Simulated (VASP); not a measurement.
# ZnO (Pm-3m) in VASP: a series of runs

Runs on ZnO. Level: LDA. Tasks: vibrations by perturbation theory.

Everything below comes from runs of VASP 6.6.1. Logs are shortened: lines on timing, memory, paths and dates and some standing lists are left out, and cuts for length are marked.

**1. The cell of the first run**

The structure is cubic, space group Pm-3m (No. 221). Conventional cell: a = 2.593 Å, b = 2.593 Å, c = 2.593 Å, α = 90.00°, β = 90.00°, γ = 90.00°. Within 3.0 Å of Zn (site symmetry m-3m) lie 8 O at 2.25 Å and 6 Zn at 2.59 Å. Within 3.0 Å of O (site symmetry m-3m) lie 8 Zn at 2.25 Å and 6 O at 2.59 Å.

**2. Vibrations by perturbation theory, LDA**

INCAR reads:

```
  ALGO = Normal
  EDIFF = 1E-8
  ENCUT = 520
  IBRION = 8
  ISIF = 2
  ISMEAR = -1
  LASPH = T
  LCHARG = F
  LREAL = F
  LWAVE = F
  NBANDS = 16
  NELM = 60
  NSW = 1
  PREC = Accurate
  SIGMA = 0.15
```

KPOINTS reads:

```
k-points
0
Gamma
  16 16 16
```

POSCAR reads:

```
ZnO
1.0
    2.5932000000      0.0000000000      0.0000000000
    0.0000000000      2.5932000000      0.0000000000
    0.0000000000      0.0000000000      2.5932000000
Zn O
1 1
Direct
    0.0000000000      0.0000000000      0.0000000000
    0.5000000000      0.5000000000      0.5000000000
```

Potentials or basis: VASP PAW LDA potentials, release 64 (Zn, O).

Started as:

```sh
$ cat potpaw_LDA.64/Zn/POTCAR potpaw_LDA.64/O/POTCAR > POTCAR
$ mpirun -np 1 vasp_std > vasp.out
```

OUTCAR:

```text
EDIFF = 1E-8
   ENCUT = 520
   IBRION = 8
   ISIF = 2
   ISMEAR = -1
   LASPH = T
   LREAL = F
   NELM = 60
   NSW = 1
   PREC = Accurate

 ion  position               nearest neighbor table
   1  0.000  0.000  0.000-   2 2.25   2 2.25   2 2.25   2 2.25   2 2.25   2 2.25   2 2.25   2 2.25

   2  0.500  0.500  0.500-   1 2.25   1 2.25   1 2.25   1 2.25   1 2.25   1 2.25   1 2.25   1 2.25

  LATTYP: Found a simple cubic cell.
 ALAT       =     2.5932000000

  Lattice vectors:

 A1 = (   2.5932000000,   0.0000000000,   0.0000000000)
 A2 = (   0.0000000000,   2.5932000000,   0.0000000000)
 A3 = (   0.0000000000,   0.0000000000,   2.5932000000)

Analysis of symmetry for initial positions (statically):
=====================================================================
 Subroutine PRICEL returns:
 Original cell was already a primitive cell.

 Routine SETGRP: Setting up the symmetry group for a
 simple cubic supercell.

 Subroutine GETGRP returns: Found 48 space group operations
 (whereof 48 operations were pure point group operations)
 out of a pool of 48 trial point group operations.

The static configuration has the point symmetry O_h .

Analysis of symmetry for dynamics (positions and initial velocities):
=====================================================================
 Subroutine PRICEL returns:
 Original cell was already a primitive cell.

 Routine SETGRP: Setting up the symmetry group for a
 simple cubic supercell.

 Subroutine GETGRP returns: Found 48 space group operations
 (whereof 48 operations were pure point group operations)
 out of a pool of 48 trial point group operations.

The dynamic configuration has the point symmetry O_h .

 Subroutine INISYM returns: Found 48 space group operations
 (whereof 48 operations are pure point group operations),
 and found     1 'primitive' translations

----------------------------------------------------------------------------------------

                                     Primitive cell

  volume of cell :      17.4385

  direct lattice vectors                    reciprocal lattice vectors
     2.593200000  0.000000000  0.000000000     0.385623940  0.000000000  0.000000000
     0.000000000  2.593200000  0.000000000     0.000000000  0.385623940  0.000000000
     0.000000000  0.000000000  2.593200000     0.000000000  0.000000000  0.385623940

  length of vectors
     2.593200000  2.593200000  2.593200000     0.385623940  0.385623940  0.385623940

  position of ions in fractional coordinates (direct lattice)
     0.000000000  0.000000000  0.000000000
     0.500000000  0.500000000  0.500000000

  ion indices of the primitive-cell ions
   primitive index   ion index
                 1           1
                 2           2

----------------------------------------------------------------------------------------

 KPOINTS: k-points

Automatic generation of k-mesh.
 Grid dimensions read from file:
 generate k-points for:   16   16   16

 Generating k-lattice:

  Cartesian coordinates                     Fractional coordinates (reciprocal lattice)
     0.024101496  0.000000000  0.000000000     0.062500000  0.000000000  0.000000000
     0.000000000  0.024101496  0.000000000     0.000000000  0.062500000  0.000000000
     0.000000000  0.000000000  0.024101496     0.000000000  0.000000000  0.062500000

  Length of vectors
     0.024101496  0.024101496  0.024101496

  Shift w.r.t. Gamma in fractional coordinates (k-lattice)
     0.000000000  0.000000000  0.000000000

 Subroutine IBZKPT returns following result:
 ===========================================

 Found    165 irreducible k-points:
[... 71 lines left out ...]
   GGA     = CA    functional components
   LHFCALC =     F    Hartree Fock is set to
   AEXX    =    0.0000 exact exchange contribution
   IVDW    =     0    specifies the selected vdW correction
   LEPSILON=     F    determine dielectric tensor
   LRPA    =     F    only Hartree local field effects (RPA)
 non-spin polarized calculation
  energy-cutoff  :      520.00
  volume of cell :       17.44
 maximum number of plane-waves:       480
 NGX is ok and might be reduce to    20
   NGX =  9   NGY =  9   NGZ =  9

--------------------------------------- Ionic step        1  -------------------------------------------

 number of electron      17.9999968 magnetization

 Free energy of the ion-electron system (eV)
  ---------------------------------------------------
  ext. energy  EPLUGINS =         0.00000000
  ---------------------------------------------------
  free energy    TOTEN  =        -9.18317319 eV

  energy without entropy =       -9.17857827  energy(sigma->0) =       -9.18087573

 E-fermi :   4.5213     XC(G=0): -13.6063

 val. band max:        4.3002077341   @ k =   0.0625   0.0000   0.0000
 cond. band min:       4.7319196994   @ k =   0.0625   0.0625   0.0000
 fundamental gap:      0.4317119653
 Fermi energy:         4.5213035698

 k-point     1 :       0.0000    0.0000    0.0000
  band No.  band energies     occupation
      1     -15.2129      2.00000
      2      -2.8828      2.00000
      3      -2.8828      2.00000
      4      -1.5097      2.00000
      5      -1.5097      2.00000
      6      -1.5097      2.00000
[... 433 lines left out ...]
      3      -2.6208      2.00000
      4      -2.3053      2.00000
      5      -2.2288      2.00000
      6      -1.5250      2.00000
[... 8 lines left out ...]
     15      26.9138      0.00000
     16      31.7573      0.00000

 [... further k-points ...]

------------------------ aborting loop because EDIFF is reached ----------------------------------------

  FORCE on cell =-STRESS in cart. coord.  units (eV):
  Direction    XX          YY          ZZ          XY          YZ          ZX
  --------------------------------------------------------------------------------------
  -------------------------------------------------------------------------------------
  Total        0.6850791      0.6850791      0.6850791     -0.0000000     -0.0000000      0.0000000
  in kB       62.9423988     62.9423988     62.9423988     -0.0000000     -0.0000000      0.0000000
  external PRESSURE =      62.9423988 kB  Pullay stress =       0.0000000 kB

 VOLUME and BASIS-vectors are now :
 -----------------------------------------------------------------------------
  energy-cutoff  :      520.00
  volume of cell :       17.44
      direct lattice vectors                 reciprocal lattice vectors
     2.593200000  0.000000000  0.000000000     0.385623940  0.000000000  0.000000000
     0.000000000  2.593200000  0.000000000     0.000000000  0.385623940  0.000000000
     0.000000000  0.000000000  2.593200000     0.000000000  0.000000000  0.385623940

 POSITION                                       TOTAL-FORCE (eV/Angst)
 -----------------------------------------------------------------------------------
      0.00000      0.00000      0.00000         0.000000      0.000000      0.000000
      1.29660      1.29660      1.29660         0.000000      0.000000      0.000000
 -----------------------------------------------------------------------------------
    total drift:                               -0.000000      0.000000      0.000000

  FREE ENERGIE OF THE ION-ELECTRON SYSTEM (eV)
  ---------------------------------------------------
  free  energy   TOTEN  =        -9.1831731856 eV

  energy  without entropy=       -9.1785782712  energy(sigma->0) =       -9.18087573

[... ionic steps 2 to 3 ...]

--------------------------------------- Ionic step        4  -------------------------------------------

------------------------ aborting loop because EDIFF is reached ----------------------------------------

[... ionic steps 5 to 6 ...]

--------------------------------------- Ionic step        7  -------------------------------------------

 Free energy of the ion-electron system (eV)
  ---------------------------------------------------
  ---------------------------------------------------
  free energy    TOTEN  =        -0.34924378 eV

  energy without entropy =       -0.34924378

------------------------ aborting loop because EDIFF is reached ----------------------------------------

 INTERNAL STRAIN TENSOR  FOR ION    2  DIRECTION 1   (eV/Angst):
 -----------------------------------------------------------------------------
    -0.11523  0.00000 -0.00000
     0.00000  0.04183  0.00000
     0.00000  0.00000  0.04183

 INTERNAL STRAIN TENSOR FOR ION    2 for displacements in x,y,z  (eV/Angst):
          X           Y           Z          XY          YZ          ZX
  --------------------------------------------------------------------------------
  x     0.00000     0.00000     0.00000     0.00000     0.00000     0.00000
  y     0.00000     0.00000     0.00000     0.00000     0.00000     0.00000
  z     0.00000     0.00000     0.00000     0.00000     0.00000     0.00000

 SECOND DERIVATIVES (NOT SYMMETRIZED)
 ------------------------------------
               1X          1Y          1Z          2X          2Y          2Z
  1X    -0.056608    0.000000    0.000000    0.056608   -0.000000    0.000000
  1Y     0.000000   -0.056608    0.000000   -0.000000    0.056608   -0.000000
  1Z     0.000000    0.000000   -0.056608   -0.000000   -0.000000    0.056608
  2X     0.168569    0.000000   -0.000000   -0.168569   -0.000000    0.000000
  2Y     0.000000    0.168569    0.000000   -0.000000   -0.168569   -0.000000
  2Z     0.000000    0.000000    0.168569   -0.000000   -0.000000   -0.168569

 Eigenvectors and eigenvalues of the dynamical matrix
 ----------------------------------------------------

   1 f  =    1.687973 THz    10.605850 2PiTHz   56.304732 cm-1     6.980894 meV
             X         Y         Z           dx          dy          dz
      0.000000  0.000000  0.000000     0.000000    0.306950   -0.000000
      1.296600  1.296600  1.296600    -0.000000   -0.951726    0.000000
[... 21 lines left out ...]
   6 f/i=    0.250586 THz     1.574476 2PiTHz    8.358637 cm-1     1.036338 meV
             X         Y         Z           dx          dy          dz
      0.000000  0.000000  0.000000    -0.000000   -0.000000   -0.951726
      1.296600  1.296600  1.296600     0.000000    0.000000   -0.306950

--------------------------------------------------------------------------------------------------------

 ELASTIC MODULI CONTR FROM IONIC RELAXATION (kBar)
 Direction    XX          YY          ZZ          XY          YZ          ZX
 --------------------------------------------------------------------------------
 XX           0.0000      0.0000      0.0000      0.0000      0.0000      0.0000
 YY           0.0000      0.0000      0.0000      0.0000      0.0000      0.0000
 ZZ           0.0000      0.0000      0.0000      0.0000      0.0000      0.0000
 XY           0.0000      0.0000      0.0000      0.0000      0.0000      0.0000
 YZ           0.0000      0.0000      0.0000      0.0000      0.0000      0.0000
 ZX           0.0000      0.0000      0.0000      0.0000      0.0000      0.0000
 --------------------------------------------------------------------------------
```

Run time: 5.1 min. Hardware: 1 thread of Intel Xeon 8259CL, shared host; peak memory 0.37 GiB.

Results:

```
Highest phonon frequency at Γ, LO-TO splitting left out : 56 cm⁻¹
```

Phonon frequencies in cm⁻¹ (negative: imaginary):
```tsv
q point	frequencies
(0.000, 0.000, 0.000)	-8 -8 -8 56 56 56
```

Caveat: the cell wasn't relaxed at this level first, which shifts response properties.

**3. Vibrations by perturbation theory, LDA**

This run uses another cell than the first one, of 9.09 Å³/atom, 1.043 times its volume.

INCAR reads:

```
PREC = Accurate
ENCUT = 520
EDIFF = 1E-8
ISMEAR = -1
SIGMA = 0.15
LREAL = False
LASPH = True
NELM = 60
ALGO = Normal
ISIF = 2
LWAVE = False
LCHARG = False
IBRION = 8
NSW = 1
```

KPOINTS reads:

```
Automatic mesh
0
Gamma
  16 16 16
```

POSCAR reads:

```
ZnO
1.0
    2.6298000000      0.0000000000      0.0000000000
    0.0000000000      2.6298000000      0.0000000000
    0.0000000000      0.0000000000      2.6298000000
Zn O
1 1
Direct
    0.0000000000      0.0000000000      0.0000000000
    0.5000000000      0.5000000000      0.5000000000
```

Potentials or basis: VASP PAW LDA potentials, release 64 (Zn, O).

Started as:

```sh
$ cat potpaw_LDA.64/Zn/POTCAR potpaw_LDA.64/O/POTCAR > POTCAR
$ mpirun -np 1 vasp_std > vasp.out
```

OUTCAR:

```text
PREC = Accurate
   ENCUT = 520
   EDIFF = 1E-8
   ISMEAR = -1
   LREAL = False
   LASPH = True
   NELM = 60
   ISIF = 2
   IBRION = 8
   NSW = 1

 ion  position               nearest neighbor table
   1  0.000  0.000  0.000-   2 2.28   2 2.28   2 2.28   2 2.28   2 2.28   2 2.28   2 2.28   2 2.28

   2  0.500  0.500  0.500-   1 2.28   1 2.28   1 2.28   1 2.28   1 2.28   1 2.28   1 2.28   1 2.28

  LATTYP: Found a simple cubic cell.
 ALAT       =     2.6298000000

  Lattice vectors:

 A1 = (   2.6298000000,   0.0000000000,   0.0000000000)
 A2 = (   0.0000000000,   2.6298000000,   0.0000000000)
 A3 = (   0.0000000000,   0.0000000000,   2.6298000000)

Analysis of symmetry for initial positions (statically):
=====================================================================
 Subroutine PRICEL returns:
 Original cell was already a primitive cell.

 Routine SETGRP: Setting up the symmetry group for a
 simple cubic supercell.

 Subroutine GETGRP returns: Found 48 space group operations
 (whereof 48 operations were pure point group operations)
 out of a pool of 48 trial point group operations.

The static configuration has the point symmetry O_h .

Analysis of symmetry for dynamics (positions and initial velocities):
=====================================================================
 Subroutine PRICEL returns:
 Original cell was already a primitive cell.

 Routine SETGRP: Setting up the symmetry group for a
 simple cubic supercell.

 Subroutine GETGRP returns: Found 48 space group operations
 (whereof 48 operations were pure point group operations)
 out of a pool of 48 trial point group operations.

The dynamic configuration has the point symmetry O_h .

 Subroutine INISYM returns: Found 48 space group operations
[... 565 lines left out ...]

  FREE ENERGIE OF THE ION-ELECTRON SYSTEM (eV)
  ---------------------------------------------------
  free  energy   TOTEN  =        -9.1921839887 eV

  energy  without entropy=       -9.1859912823  energy(sigma->0) =       -9.18908764

[... ionic steps 2 to 3 ...]

--------------------------------------- Ionic step        4  -------------------------------------------

------------------------ aborting loop because EDIFF is reached ----------------------------------------

[... ionic steps 5 to 6 ...]

--------------------------------------- Ionic step        7  -------------------------------------------

 Free energy of the ion-electron system (eV)
  ---------------------------------------------------
  ---------------------------------------------------
  free energy    TOTEN  =        -0.34950393 eV

  energy without entropy =       -0.34950394

------------------------ aborting loop because EDIFF is reached ----------------------------------------

 INTERNAL STRAIN TENSOR  FOR ION    2  DIRECTION 1   (eV/Angst):
 -----------------------------------------------------------------------------
    -0.10993 -0.00000 -0.00000
    -0.00000  0.04070  0.00000
     0.00000  0.00000  0.04070

 INTERNAL STRAIN TENSOR FOR ION    2 for displacements in x,y,z  (eV/Angst):
          X           Y           Z          XY          YZ          ZX
  --------------------------------------------------------------------------------
  x     0.00000     0.00000     0.00000     0.00000     0.00000     0.00000
  y     0.00000     0.00000     0.00000     0.00000     0.00000     0.00000
  z     0.00000     0.00000     0.00000     0.00000     0.00000     0.00000

 SECOND DERIVATIVES (NOT SYMMETRIZED)
 ------------------------------------
               1X          1Y          1Z          2X          2Y          2Z
  1X     0.468813    0.000000    0.000000   -0.468813   -0.000000   -0.000000
  1Y     0.000000    0.468813    0.000000   -0.000000   -0.468813   -0.000000
  1Z    -0.000000   -0.000000    0.468813    0.000000    0.000000   -0.468813
  2X    -0.555414    0.000000   -0.000000    0.555414   -0.000000    0.000000
  2Y     0.000000   -0.555414    0.000000   -0.000000    0.555414   -0.000000
  2Z     0.000000    0.000000   -0.555414   -0.000000   -0.000000    0.555414

 Eigenvectors and eigenvalues of the dynamical matrix
 ----------------------------------------------------

   1 f  =    0.102210 THz     0.642203 2PiTHz    3.409352 cm-1     0.422706 meV
             X         Y         Z           dx          dy          dz
      0.000000  0.000000  0.000000     0.909716    0.023832    0.000000
      1.314900  1.314900  1.314900     0.414405    0.010856    0.000000
[... 21 lines left out ...]
   6 f/i=    3.201036 THz    20.112701 2PiTHz  106.775063 cm-1    13.238415 meV
             X         Y         Z           dx          dy          dz
      0.000000  0.000000  0.000000     0.000000   -0.414547   -0.000000
      1.314900  1.314900  1.314900     0.000000    0.910028    0.000000

--------------------------------------------------------------------------------------------------------

 ELASTIC MODULI CONTR FROM IONIC RELAXATION (kBar)
 Direction    XX          YY          ZZ          XY          YZ          ZX
 --------------------------------------------------------------------------------
 XX           0.0000      0.0000      0.0000      0.0000      0.0000      0.0000
 YY           0.0000      0.0000      0.0000      0.0000      0.0000      0.0000
 ZZ           0.0000      0.0000      0.0000      0.0000      0.0000      0.0000
 XY           0.0000      0.0000      0.0000      0.0000      0.0000      0.0000
 YZ           0.0000      0.0000      0.0000      0.0000      0.0000      0.0000
 ZX           0.0000      0.0000      0.0000      0.0000      0.0000      0.0000
 --------------------------------------------------------------------------------
```

OSZICAR:

```text
N       E                     dE             d eps       ncg     rms          rms(c)
DAV:   1     0.964280015519E+02    0.96428E+02   -0.10157E+04  4426   0.218E+03
DAV:   2    -0.521527699299E+01   -0.10164E+03   -0.93412E+02  4535   0.336E+02
DAV:   3    -0.108243813182E+02   -0.56091E+01   -0.55697E+01  4705   0.838E+01
[... 37 lines left out ...]
RMM:   7    -0.349504119307E+00   -0.18975E-05   -0.14029E-07 17215   0.215E-03    0.156E-04
RMM:   8    -0.349504191494E+00   -0.72188E-07   -0.17350E-08 17486   0.615E-04    0.363E-05
RMM:   9    -0.349504018797E+00    0.17270E-06   -0.43885E-09 18501   0.190E-04    0.114E-05
RMM:  10    -0.349503933454E+00    0.85343E-07   -0.35220E-09 17768   0.625E-05    0.159E-06
RMM:  11    -0.349503934846E+00   -0.13925E-08   -0.42981E-09 15706   0.240E-05    0.839E-07
 Linear response finished
```

stdout:

```text
POSCAR found type information on POSCAR ZnO
 POSCAR found :  2 types and       2 ions
 scaLAPACK will be used
 LDA part: xc-table for (Slater(with rela. corr.)+CA(PZ))
 , standard interpolation
 POSCAR, INCAR and KPOINTS ok, starting setup
 FFT: planning ... GRIDC
 FFT: planning ... GRID_SOFT
 FFT: planning ... GRID
 WAVECAR not read
 entering main loop
 Linear response reoptimize wavefunctions to high precision
 Linear response DOF=           2
 Linear response progress:
 first order change of Fermi-energy   0.37520E-03
 force on displaced ion       1 direction 1 :   0.469  -0.000   0.000
 Linear response progress:
 first order change of Fermi-energy  -0.29999E-03
 force on displaced ion       2 direction 1 :   0.555  -0.000   0.000
 Linear response finished
```

Run time: 4.4 min. Hardware: 1 thread of Intel Xeon 8259CL, shared host; peak memory 0.34 GiB.

Results:

```
Highest phonon frequency at Γ, LO-TO splitting left out : 3 cm⁻¹
Most unstable mode                                      : 107i cm⁻¹
```

Phonon frequencies in cm⁻¹ (negative: imaginary):
```
              q point           frequencies
(0.000, 0.000, 0.000)  -107 -107 -107 3 3 3
```

Caveat: the cell wasn't relaxed at this level first, which shifts response properties; some modes are imaginary.
